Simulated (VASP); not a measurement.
# Te3WCl2 (P6/mmm) in VASP: notebook

Te3WCl2 is run at these levels: PBE; tasks: single point.

Program: VASP 6.6.1. These are calculated values, not measurements. Logs are shortened: lines on timing, memory, paths and dates and some standing lists are left out, and cuts for length are marked.

### 1 The cell of the first run

The structure is hexagonal, space group P6/mmm (No. 191). The conventional cell has a = 5.711 Å, b = 5.711 Å, c = 7.629 Å, α = 90.00°, β = 90.00°, γ = 120.00°. Within 3.8 Å of Te (site symmetry mmm) lie 4 Te at 2.86 Å. W (site symmetry 6/mmm) has 6 Cl at 3.30 Å within 4.3 Å. Within 4.3 Å of Cl (site symmetry -6m2) lie 3 W at 3.30 Å and 3 Cl at 3.30 Å and 6 Te at 4.16 Å.

### 2 Single point, PBE, collinear spin, ferrimagnetic start

The input, INCAR:

```
ALGO     = Normal         # electronic algorithm
EDIFF    = 1E-7           # SCF threshold, eV
ENCUT    = 520            # plane-wave cutoff, eV
GGA      = PE             # functional
ISIF     = 2              # what is computed and relaxed
ISMEAR   = 0              # smearing method
ISPIN    = 2              # spin polarisation
LASPH    = True           # aspherical terms in the spheres
LCHARG   = False          # write CHGCAR
LMAXMIX  = 4              # l up to which the mixer works
LORBIT   = 11             # projections on sites
LREAL    = False          # projectors in reciprocal space
LWAVE    = False          # write WAVECAR
MAGMOM   = -0.2 -0.2 -0.2 3.91 -0.14 -0.14 # initial moments
NBANDS   = 36             # bands
NELM     = 150            # most SCF steps
PREC     = Accurate       # precision mode
SIGMA    = 0.1            # smearing width, eV
```

The input, KPOINTS:

```
k-points
0
Gamma
  6 6 4
```

The input, POSCAR:

```
Te3WCl2
1.0
    5.7107156094      0.0000000032      0.0000000000
   -2.8553578074      4.9456247899      0.0000000000
    0.0000000000      0.0000000000      7.6290344590
Te W Cl
3 1 2
Direct
    0.5000000000      0.0000000000      0.0000000000
    0.0000000000      0.5000000000      0.0000000000
    0.5000000000      0.5000000000      0.0000000000
    0.0000000000      0.0000000000      0.5000000000
    0.3333333333      0.6666666667      0.5000000000
    0.6666666667      0.3333333333      0.5000000000
```

Potentials or basis: VASP PAW PBE potentials, release 64 (Te, W_sv, Cl).

Command:

```bash
cat potpaw_PBE.64/Te/POTCAR potpaw_PBE.64/W_sv/POTCAR potpaw_PBE.64/Cl/POTCAR > POTCAR
mpirun -np 1 vasp_std > vasp.out
```

OUTCAR:

```text
EDIFF = 1E-7
   ENCUT = 520
   GGA = PE
   ISIF = 2
   ISMEAR = 0
   ISPIN = 2
   LASPH = True
   LORBIT = 11
   LREAL = False
   NELM = 150
   PREC = Accurate

 ion  position               nearest neighbor table
   1  0.500  0.000  0.000-   3 2.86   3 2.86   2 2.86   2 2.86
   2  0.000  0.500  0.000-   3 2.86   3 2.86   1 2.86   1 2.86
   3  0.500  0.500  0.000-   1 2.86   1 2.86   2 2.86   2 2.86
   4  0.000  0.000  0.500-
   5  0.333  0.667  0.500-
   6  0.667  0.333  0.500-

  LATTYP: Found a hexagonal cell.
 ALAT       =     5.7107156094
 C/A-ratio  =     1.3359156682

  Lattice vectors:

 A1 = (   5.7107156094,   0.0000000032,   0.0000000000)
 A2 = (  -2.8553578074,   4.9456247899,   0.0000000000)
 A3 = (   0.0000000000,   0.0000000000,   7.6290344590)

Analysis of symmetry for initial positions (statically):
=====================================================================
 Subroutine PRICEL returns:
 Original cell was already a primitive cell.

 Routine SETGRP: Setting up the symmetry group for a
 hexagonal supercell.

 Subroutine GETGRP returns: Found 24 space group operations
 (whereof 24 operations were pure point group operations)
 out of a pool of 24 trial point group operations.

The static configuration has the point symmetry D_6h.

Analysis of symmetry for dynamics (positions and initial velocities):
=====================================================================
 Subroutine PRICEL returns:
 Original cell was already a primitive cell.

 Routine SETGRP: Setting up the symmetry group for a
 hexagonal supercell.

 Subroutine GETGRP returns: Found 24 space group operations
 (whereof 24 operations were pure point group operations)
 out of a pool of 24 trial point group operations.

The dynamic configuration has the point symmetry D_6h.

Analysis of structural, dynamic, and magnetic symmetry:
=====================================================================
 Subroutine PRICEL returns:
 Original cell was already a primitive cell.

 Routine SETGRP: Setting up the symmetry group for a
 hexagonal supercell.

 Subroutine GETGRP returns: Found 24 space group operations
 (whereof 24 operations were pure point group operations)
 out of a pool of 24 trial point group operations.

The overall configuration has the point symmetry D_6h.

 Subroutine INISYM returns: Found 24 space group operations
 (whereof 24 operations are pure point group operations),
 and found     1 'primitive' translations

----------------------------------------------------------------------------------------

                                     Primitive cell

  volume of cell :     215.4673

  direct lattice vectors                    reciprocal lattice vectors
     5.710715609  0.000000003  0.000000000     0.175109403  0.101099461  0.000000000
    -2.855357807  4.945624790  0.000000000    -0.000000000  0.202198922  0.000000000
     0.000000000  0.000000000  7.629034459     0.000000000  0.000000000  0.131078186

  length of vectors
     5.710715609  5.710715609  7.629034459     0.202198922  0.202198922  0.131078186

  position of ions in fractional coordinates (direct lattice)
     0.500000000  0.000000000  0.000000000
     0.000000000  0.500000000  0.000000000
     0.500000000  0.500000000  0.000000000
     0.000000000  0.000000000  0.500000000
     0.333333333  0.666666667  0.500000000
     0.666666667  0.333333333  0.500000000

  ion indices of the primitive-cell ions
   primitive index   ion index
                 1           1
                 2           2
                 3           3
                 4           4
                 5           5
                 6           6

----------------------------------------------------------------------------------------

 KPOINTS: k-points

Automatic generation of k-mesh.
 Grid dimensions read from file:
 generate k-points for:    6    6    4

 Generating k-lattice:

  Cartesian coordinates                     Fractional coordinates (reciprocal lattice)
     0.029184900  0.016849910  0.000000000     0.166666667  0.000000000  0.000000000
    -0.000000000  0.033699820  0.000000000     0.000000000  0.166666667  0.000000000
     0.000000000  0.000000000  0.032769547     0.000000000  0.000000000  0.250000000

  Length of vectors
     0.033699820  0.033699820  0.032769547

  Shift w.r.t. Gamma in fractional coordinates (k-lattice)
     0.000000000  0.000000000  0.000000000

 Subroutine IBZKPT returns following result:
 ===========================================

 Found     21 irreducible k-points:

 Following reciprocal coordinates:
            Coordinates               Weight
  0.000000  0.000000  0.000000      1.000000
  0.166667 -0.000000  0.000000      6.000000
  0.333333  0.000000  0.000000      6.000000
  0.500000  0.000000  0.000000      3.000000
  0.166667  0.166667  0.000000      6.000000
  0.333333  0.166667  0.000000     12.000000
[... 13 lines left out ...]
  0.333333  0.166667  0.500000     12.000000
  0.333333  0.333333  0.500000      2.000000
   k-points           NKPTS =     21   k-points in BZ     NKDIM =     21   number of bands    NBANDS=     36
   number of dos      NEDOS =    301   number of ions     NIONS =      6
   total plane-waves  NPLWV = 105840
   dimension x,y,z NGX =    42 NGY =   42 NGZ =   60
   dimension x,y,z NGXF=    84 NGYF=   84 NGZF=  120
   ions per type =               3   1   2
   NGX,Y,Z   is equivalent  to a cutoff of  12.23, 12.23, 13.07 a.u.
   NGXF,Y,Z  is equivalent  to a cutoff of  24.45, 24.45, 26.15 a.u.
 SYSTEM =  unknown system
   PREC   = accura    normal or accurate (medium, high low for compatibility)
   ISTART =      0    job   : 0-new  1-cont  2-samecut
   ICHARG =      2    charge: 1-file 2-atom 10-const
   ISPIN  =      2    spin polarized calculation?
   LNONCOLLINEAR =      F non collinear calculations
   LSORBIT =      F    spin-orbit coupling
   LASPH  =      T    aspherical Exc in radial PAW
   ENCUT  =  520.0 eV  38.22 Ry    6.18 a.u.  10.62 10.62 14.18*2*pi/ulx,y,z
   NELM   =    150;   NELMIN=  2; NELMDL= -5     # of ELM steps
   EDIFF  = 0.1E-06   stopping-criterion for ELM
   LREAL  =      F    real-space projection
   EDIFFG = 0.1E-05   stopping-criterion for IOM
   NSW    =      0    number of steps for IOM
   IBRION =     -1    ionic relax: 0-MD 1-quasi-New 2-CG
   NFREE  =      0    steps in history (QN), initial steepest desc. (CG)
   ISIF   =      2    stress and relaxation
   ISYM   =      2    0-nonsym 1-usesym 2-fastsym
   POTIM  = 0.5000    time-step for ionic-motion
   TEBEG  =    0.0;   TEEND  =   0.0 temperature during run
   PSTRESS=    0.0 pullay stress
   NELECT =      46.0000    total number of electrons
   NUPDOWN=      -1.0000    fix difference up-down
   EMIN   =  10.00;   EMAX   =-10.00  energy-range for DOS
   EFERMI =   0.00;   METHOD = LEGACY
   ISMEAR =     0;   SIGMA  =   0.10  broadening in eV -4-tet -1-fermi 0-gaus
   EFERMI_NEDOS =   21; number of points for ismear=-14 and -15
   IALGO  =     38    algorithm
   IMIX   =      4    mixing-type and parameters
     AMIX     =   0.40;   BMIX     =  1.00
     AMIX_MAG =   1.60;   BMIX_MAG =  1.00
  volume/ion in A,a.u.               =      35.91       242.34
  Fermi-wavevector in a.u.,A,eV,Ry     =   0.978439  1.848981 13.025436  0.957343
  Thomas-Fermi vector in A             =   2.109214
   LORBIT       =     11    0 simple, 1 ext, 2 COOP (PROOUT), +10 PAW based schemes
   GGA     = PE    functional components
   LHFCALC =     F    Hartree Fock is set to
   AEXX    =    0.0000 exact exchange contribution
   IVDW    =     0    specifies the selected vdW correction
   LEPSILON=     F    determine dielectric tensor
   LRPA    =     F    only Hartree local field effects (RPA)
 spin polarized calculation
 Gauss-broadening in eV      SIGMA  =   0.10
  energy-cutoff  :      520.00
  volume of cell :      215.47
 maximum number of plane-waves:      5837
   NGX = 21   NGY = 21   NGZ = 29

 number of electron      46.0000006 magnetization       3.0580607

 Free energy of the ion-electron system (eV)
  ---------------------------------------------------
  ext. energy  EPLUGINS =         0.00000000
  ---------------------------------------------------
  free energy    TOTEN  =       -19.45984984 eV

  energy without entropy =      -19.43606294  energy(sigma->0) =      -19.44795639

 E-fermi :   2.7667     XC(G=0):  -8.1721

 val. band max:        2.7665840428   @ k =   0.3333   0.1667   0.5000
 cond. band min:       2.8261938472   @ k =   0.1667   0.1667   0.0000
 fundamental gap:      0.0596098044
 Fermi energy:         2.7667110594

 spin component 1

 k-point     1 :       0.0000    0.0000    0.0000
  band No.  band energies     occupation
      1     -72.1771      1.00000
      2     -36.6368      1.00000
      3     -36.6368      1.00000
      4     -36.4476      1.00000
      5     -11.5446      1.00000
      6     -10.8525      1.00000
[... 787 lines left out ...]
     34       9.8975      0.00000
     35       9.9813      0.00000
 Fermi energy:         2.7667110594

 spin component 2

 k-point     1 :       0.0000    0.0000    0.0000
  band No.  band energies     occupation
      1     -70.6523      1.00000
      2     -34.6570      1.00000
      3     -34.6570      1.00000
      4     -34.2077      1.00000
      5     -11.6826      1.00000
      6     -11.0037      1.00000
[... 787 lines left out ...]
     34       9.9280      0.00000
     35       9.9280      0.00000
 [bands above 35 left out]

------------------------ aborting loop because EDIFF is reached ----------------------------------------

  FORCE on cell =-STRESS in cart. coord.  units (eV):
  Direction    XX          YY          ZZ          XY          YZ          ZX
  --------------------------------------------------------------------------------------
  -------------------------------------------------------------------------------------
  Total       -0.0214580     -0.0214580      0.1644832     -0.0000000     -0.0000000      0.0000000
  in kB       -0.1595580     -0.1595580      1.2230688     -0.0000000     -0.0000000      0.0000000
  external PRESSURE =       0.3013176 kB  Pullay stress =       0.0000000 kB

 VOLUME and BASIS-vectors are now :
 -----------------------------------------------------------------------------
  energy-cutoff  :      520.00
  volume of cell :      215.47
      direct lattice vectors                 reciprocal lattice vectors
     5.710715609  0.000000003  0.000000000     0.175109403  0.101099461  0.000000000
    -2.855357807  4.945624790  0.000000000    -0.000000000  0.202198922  0.000000000
     0.000000000  0.000000000  7.629034459     0.000000000  0.000000000  0.131078186

 POSITION                                       TOTAL-FORCE (eV/Angst)
 -----------------------------------------------------------------------------------
      2.85536      0.00000      0.00000         0.000000     -0.000000      0.000000
     -1.42768      2.47281      0.00000         0.000000     -0.000000      0.000000
      1.42768      2.47281      0.00000         0.000000     -0.000000      0.000000
      0.00000      0.00000      3.81452         0.000000     -0.000000      0.000000
     -0.00000      3.29708      3.81452        -0.000000      0.000000      0.000000
      2.85536      1.64854      3.81452        -0.000000     -0.000000      0.000000
 -----------------------------------------------------------------------------------
    total drift:                                0.000000     -0.000000     -0.000000

  FREE ENERGIE OF THE ION-ELECTRON SYSTEM (eV)
  ---------------------------------------------------
  free  energy   TOTEN  =       -19.4598498420 eV

  energy  without entropy=      -19.4360629448  energy(sigma->0) =      -19.44795639

 total charge

# of ion       s       p       d       tot
------------------------------------------
    1        1.435   1.853   0.062   3.351
    2        1.435   1.853   0.062   3.351
    3        1.435   1.853   0.062   3.351
    4        2.247   5.971   3.256  11.474
    5        1.612   3.404   0.000   5.015
    6        1.612   3.404   0.000   5.015
--------------------------------------------------
tot          9.777  18.338   3.443  31.559

 magnetization (x)

# of ion       s       p       d       tot
------------------------------------------
    1       -0.003  -0.180  -0.001  -0.183
    2       -0.003  -0.180  -0.001  -0.183
    3       -0.003  -0.180  -0.001  -0.183
    4        0.177   0.014   3.066   3.256
    5        0.004  -0.118   0.000  -0.114
    6        0.004  -0.118   0.000  -0.114
--------------------------------------------------
tot          0.176  -0.762   3.064   2.478
```

It took 8.7 min on 1 thread of Intel Xeon 6975P-C, shared host; peak memory 0.54 GiB.

Results:

| Property | Result |
| --- | --- |
| Free energy | -19.4598 eV |
| Pressure | 0.0 GPa |
| Net moment | 3.06 μB per cell |
| Site moments | Te -0.18; W +3.26; Cl -0.11 μB |
| Valence electrons inside the program's atomic spheres | Te 3.35; W 11.47; Cl 5.01 |

Stress tensor (GPa, compression positive):
```
-0.02  0.00  0.00
 0.00 -0.02  0.00
 0.00  0.00  0.12
```

Levels at points of the mesh, in eV from the Fermi level:
Spin up:
| k point | band 21 | band 22 | band 23 | band 24 | band 25 | band 26 | band 27 | band 28 |
| --- | --- | --- | --- | --- | --- | --- | --- | --- |
| (0.00, 0.00, 0.00) | -0.88 | -0.88 | -0.50 | 0.24 | 0.24 | 0.43 | 0.43 | 3.40 |
| (0.50, 0.00, 0.00) | -0.88 | -0.86 | -0.70 | -0.67 | -0.55 | -0.48 | 0.30 | 0.39 |
| (0.00, 0.00, 0.50) | -0.84 | -0.84 | -0.49 | 0.23 | 0.23 | 0.54 | 0.54 | 2.37 |
| (0.50, 0.00, 0.50) | -0.87 | -0.81 | -0.70 | -0.62 | -0.55 | -0.53 | 0.30 | 0.37 |
Spin down:
| k point | band 17 | band 18 | band 19 | band 20 | band 21 | band 22 | band 23 | band 24 | band 25 | band 26 |
| --- | --- | --- | --- | --- | --- | --- | --- | --- | --- | --- |
| (0.00, 0.00, 0.00) | -1.86 | -1.83 | -1.70 | -0.12 | -0.12 | 0.75 | 1.86 | 2.00 | 2.00 | 2.36 |
| (0.50, 0.00, 0.00) | -1.52 | -1.15 | -0.99 | -0.96 | -0.87 | -0.81 | -0.33 | 1.60 | 1.92 | 2.11 |
| (0.00, 0.00, 0.50) | -1.88 | -1.88 | -1.64 | -0.01 | -0.01 | 1.16 | 2.08 | 2.08 | 2.08 | 2.36 |
| (0.50, 0.00, 0.50) | -1.80 | -1.69 | -1.01 | -0.98 | -0.84 | -0.82 | -0.16 | 1.57 | 1.86 | 2.02 |

Caveat: spin-orbit coupling is left out, which moves the levels of the heavy elements; this functional lacks dispersion, which binds the layers, so the pressure and a relaxed spacing across them are unreliable.

[end of part 1 of 2]
